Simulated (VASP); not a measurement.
Input of a VASP 6.6.1 run:

Contents of INCAR:

```
PREC     = Accurate       # precision mode
ENCUT    = 520            # plane-wave cutoff, eV
EDIFF    = 1E-7           # SCF threshold, eV
ISMEAR   = 0              # smearing method
SIGMA    = 0.02           # smearing width, eV
LREAL    = F              # projectors in reciprocal space
LASPH    = T              # aspherical terms in the spheres
NELM     = 80             # most SCF steps
ALGO     = Normal         # electronic algorithm
ISIF     = 2              # what is computed and relaxed
LWAVE    = F              # write WAVECAR
LCHARG   = F              # write CHGCAR
NBANDS   = 11             # bands
```

The input KPOINTS:

```
regular mesh
0
Gamma
  10 10 10
```

File POSCAR:

```
Si
1.0
    0.0000000000      2.7008304917      2.7008304917
    2.7008304917      0.0000000000      2.7008304917
    2.7008304917      2.7008304917      0.0000000000
Si
2
Direct
    0.5000000000      0.5000000000      0.5000000000
    0.7500000000      0.7500000000      0.7500000000
```

Potentials or basis: VASP PAW LDA potentials, release 64 (Si).

The run is started by

```bash
$ cat potpaw_LDA.64/Si/POTCAR > POTCAR
$ mpirun -np 1 vasp_std > vasp.out
```

**Question.** Estimate the band gap on the k mesh.

**Answer.** 0.45 eV (least direct gap 2.53 eV).

**Question.** Predict the pressure.

**Answer.** 0.1 GPa.

A k mesh can miss the band edges. A hybrid or GW would open this gap; LDA tends to underestimate it.
